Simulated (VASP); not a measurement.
Input of a VASP 6.6.1 run:

The input INCAR:

```
ALGO     = Normal         # electronic algorithm
EDIFF    = 1E-6           # SCF threshold, eV
ENCUT    = 520            # plane-wave cutoff, eV
GGA      = PE             # functional
ISIF     = 2              # what is computed and relaxed
ISMEAR   = 0              # smearing method
IVDW     = 12             # dispersion correction
LASPH    = True           # aspherical terms in the spheres
LCHARG   = False          # write CHGCAR
LREAL    = False          # projectors in reciprocal space
LWAVE    = False          # write WAVECAR
NBANDS   = 14             # bands
NELM     = 80             # most SCF steps
PREC     = Accurate       # precision mode
SIGMA    = 0.15           # smearing width, eV
```

Contents of KPOINTS:

```
k-points
0
Gamma
  18 18 4
```

POSCAR

```
Al
1.0
    2.8932000000      0.0000000000      0.0000000000
   -1.4466000000      2.5055846982      0.0000000000
    0.0000000000      0.0000000000      7.2450000000
Al
4
Direct
    0.0000000000      0.0000000000      0.0000000000
    0.3333333333      0.6666666667      0.2500000000
    0.0000000000      0.0000000000      0.5000000000
    0.6666666667      0.3333333333      0.7500000000
```

Potentials or basis: VASP PAW PBE potentials, release 64 (Al).

The run is started by

```console
$ cat potpaw_PBE.64/Al/POTCAR > POTCAR
$ mpirun -np 1 vasp_std > vasp.out
```

Problem. What does it give for the band gap on the k mesh?

Solution. Zero (band 6 reaches 18.62 eV, above the bottom of band 7 at 7.97 eV).

Problem. What does it give for the dispersion energy per atom?

Solution. -0.427 eV.

Problem. What does it give for the pressure?

Solution. 35.2 GPa.

Stress tensor (GPa, compression positive):
```
21.57  0.00  0.00
 0.00 21.57  0.00
 0.00  0.00 62.58
```

Caveat: pairwise dispersion overbinds metals, which lowers pressure and volume.
